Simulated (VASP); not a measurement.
# GaAs (I-4m2) in VASP: further runs, part 2 of 2

VASP 6.6.1.

## 4. Single point, PBE (strain +0.000 along x and y, -0.050 along z)

Input file INCAR:

```
SYSTEM = GaAs
PREC = Accurate ; ENCUT = 520
EDIFF = 1E-6 ; ISMEAR = 0
SIGMA = 0.05 ; LREAL = .FALSE.
LASPH = .TRUE. ; NELM = 60
ALGO = Normal ; ISIF = 2
LWAVE = .FALSE. ; LCHARG = .TRUE.
GGA = PE ; LELF = .TRUE.
LVHAR = .TRUE. ; NBANDS = 16
```

Input file KPOINTS:

```
regular mesh
0
G
  10 10 10
  0 0 0
```

Input file POSCAR:

```
GaAs
1.0
    0.0000000000      2.8268500000      2.6855075000
    2.8268500000      0.0000000000      2.6855075000
    2.8268500000      2.8268500000      0.0000000000
Ga As
1 1
Direct
    0.0000000000      0.0000000000      0.0000000000
    0.7500000000      0.7500000000      0.7500000000
```

Potentials or basis: VASP PAW PBE potentials, release 64 (Ga_d, As).

Started as:

```console
> cat potpaw_PBE.64/Ga_d/POTCAR potpaw_PBE.64/As/POTCAR > POTCAR
> mpirun -np 1 vasp_std > vasp.out
```

OUTCAR:

```text
SYSTEM = GaAs
   PREC = Accurate
   ENCUT = 520
   EDIFF = 1E-6
   ISMEAR = 0
   LREAL = .FALSE.
   LASPH = .TRUE.
   NELM = 60
   ISIF = 2
   GGA = PE

 ion  position               nearest neighbor table
   1  0.000  0.000  0.000-   2 2.41   2 2.41   2 2.41   2 2.41
   2  0.750  0.750  0.750-   1 2.41   1 2.41   1 2.41   1 2.41

  LATTYP: Found a body centered tetragonal cell.
 ALAT       =     3.9977696088
 C/A-ratio  =     1.3435028843

  Lattice vectors:

 A1 = (   0.0000000000,  -2.8268500000,  -2.6855075000)
 A2 = (   0.0000000000,   2.8268500000,  -2.6855075000)
 A3 = (   2.8268500000,   0.0000000000,   2.6855075000)

Analysis of symmetry for initial positions (statically):
=====================================================================
 Subroutine PRICEL returns:
 Original cell was already a primitive cell.

 Routine SETGRP: Setting up the symmetry group for a
 body centered tetragonal supercell.

 Subroutine GETGRP returns: Found  8 space group operations
 (whereof  8 operations were pure point group operations)
 out of a pool of 16 trial point group operations.

[... 157 lines left out ...]
  ext. energy  EPLUGINS =         0.00000000
  ---------------------------------------------------
  free energy    TOTEN  =        -8.15941266 eV

  energy without entropy =       -8.15941266  energy(sigma->0) =       -8.15941266

 E-fermi :   4.8181     XC(G=0):  -9.8244

 val. band max:        4.6139194563   @ k =   0.0000   0.0000   0.0000
 cond. band min:       5.3233448476   @ k =   0.0000   0.0000   0.0000
 fundamental gap:      0.7094253912
 Fermi energy:         4.8180522638

 k-point     1 :       0.0000    0.0000    0.0000
  band No.  band energies     occupation
      1     -10.4862      2.00000
      2     -10.4862      2.00000
      3     -10.4734      2.00000
      4     -10.3945      2.00000
      5     -10.3865      2.00000
      6      -8.6740      2.00000
[... 433 lines left out ...]
      3     -10.4401      2.00000
      4     -10.4199      2.00000
      5     -10.3724      2.00000
      6      -6.7032      2.00000
[... 8 lines left out ...]
     15      16.7203      0.00000
     16      17.9107      0.00000

 [... further k-points ...]
[... 5 lines left out ...]
  --------------------------------------------------------------------------------------
  -------------------------------------------------------------------------------------
  Total        1.8514763      1.8514763      2.5691308      0.0000000     -0.0000000      0.0000000
  in kB       69.1141302     69.1141302     95.9035974      0.0000000     -0.0000000      0.0000000
  external PRESSURE =      78.0439526 kB  Pullay stress =       0.0000000 kB

 VOLUME and BASIS-vectors are now :
 -----------------------------------------------------------------------------
  energy-cutoff  :      520.00
  volume of cell :       42.92
      direct lattice vectors                 reciprocal lattice vectors
     0.000000000  2.826850000  2.685507500    -0.176875321  0.176875321  0.186184548
     2.826850000  0.000000000  2.685507500     0.176875321 -0.176875321  0.186184548
     2.826850000  2.826850000  0.000000000     0.176875321  0.176875321 -0.186184548

 POSITION                                       TOTAL-FORCE (eV/Angst)
 -----------------------------------------------------------------------------------
      0.00000      0.00000      0.00000         0.000000      0.000000      0.000000
      4.24027      4.24027      4.02826        -0.000000     -0.000000      0.000000
 -----------------------------------------------------------------------------------
    total drift:                               -0.000002     -0.000002     -0.000002

  FREE ENERGIE OF THE ION-ELECTRON SYSTEM (eV)
  ---------------------------------------------------
  free  energy   TOTEN  =        -8.1594126632 eV

  energy  without entropy=       -8.1594126632  energy(sigma->0) =       -8.15941266
```

OSZICAR:

```text
N       E                     dE             d eps       ncg     rms          rms(c)
DAV:   1     0.826302268013E+02    0.82630E+02   -0.89791E+03  3384   0.158E+03
DAV:   2    -0.182488471947E+01   -0.84455E+02   -0.80473E+02  3712   0.309E+02
DAV:   3    -0.823460549642E+01   -0.64097E+01   -0.63891E+01  3984   0.658E+01
DAV:   4    -0.832963524322E+01   -0.95030E-01   -0.95016E-01  4056   0.890E+00
DAV:   5    -0.833089975424E+01   -0.12645E-02   -0.12645E-02  4112   0.934E-01    0.306E+00
DAV:   6    -0.818137057050E+01    0.14953E+00   -0.21325E-01  5008   0.838E+00    0.186E+00
DAV:   7    -0.815819892302E+01    0.23172E-01   -0.70563E-02  4208   0.200E+00    0.569E-01
DAV:   8    -0.815892547234E+01   -0.72655E-03   -0.10770E-02  4016   0.118E+00    0.130E-01
DAV:   9    -0.815930618829E+01   -0.38072E-03   -0.95027E-04  4128   0.339E-01    0.474E-02
DAV:  10    -0.815936728055E+01   -0.61092E-04   -0.75090E-05  4488   0.103E-01    0.258E-02
DAV:  11    -0.815941242467E+01   -0.45144E-04   -0.62455E-05  3752   0.621E-02    0.263E-03
DAV:  12    -0.815941266319E+01   -0.23852E-06   -0.11471E-06  3400   0.171E-02
   1 F= -.81594127E+01 E0= -.81594127E+01  d E =-.162757E-11
```

stdout:

```text
POSCAR found type information on POSCAR GaAs
 POSCAR found :  2 types and       2 ions
 scaLAPACK will be used
 LDA part: xc-table for (Slater+PW92), standard interpolation
 POSCAR, INCAR and KPOINTS ok, starting setup
 FFT: planning ... GRIDC
 FFT: planning ... GRID_SOFT
 FFT: planning ... GRID
 WAVECAR not read
 entering main loop
```

Run time: 87 s. Hardware: 1 thread of AMD EPYC 7R43 (Zen 3), shared host; peak memory 0.18 GiB.

What came out:

```
Free energy            : -8.1594 eV
Pressure               : 7.8 GPa
Band gap on the k mesh : 0.71 eV, direct
```

Stress tensor (GPa, compression positive):
```
6.91 0.00 0.00
0.00 6.91 0.00
0.00 0.00 9.59
```

Levels at points of the mesh, in eV from the valence-band top:
```csv
k point,band 5,band 6,band 7,band 8,band 9,band 10,band 11,band 12,band 13,band 14
"(0.00, 0.00, 0.00)",-15.00,-13.29,-0.28,-0.28,0.00,0.71,3.48,3.62,3.62,7.56
"(0.50, 0.00, 0.00)",-14.99,-11.36,-7.11,-1.62,-1.20,0.91,4.27,4.71,7.64,10.51
"(0.50, 0.50, 0.00)",-14.98,-10.41,-7.03,-3.28,-3.28,0.96,1.11,10.39,10.39,11.50
"(0.50, 0.00, 0.50)",-14.99,-10.62,-7.36,-2.94,-2.90,1.29,1.61,10.09,10.38,11.05
```

Caveat: the cell differs from its parent crystal (strain +0.000 along x and y, -0.050 along z). A k mesh can miss the band edges.

## 5. Summary

```tsv
cell	gap on the mesh (eV)	pressure (GPa)
a = 3.951, b = 3.951, c = 3.798 Å, angles 61.3, 61.3, 57.5°, 2 atoms	0.90	10.4
a = 4.003, b = 4.003, c = 3.798 Å, angles 61.7, 61.7, 56.6°, 2 atoms	0.61	7.9
a = 3.899, b = 3.899, c = 3.998 Å, angles 59.2, 59.2, 61.7°, 2 atoms	0.71	7.8
```

Alike in all rows: task single point; level PBE; potentials or basis VASP PAW PBE potentials, release 64 (Ga_d, As); no spin polarisation; k mesh 10 × 10 × 10; cutoff (eV) 520; smearing gaussian 0.05 eV.

Absolute energies hang on the potentials; compare differences alone.
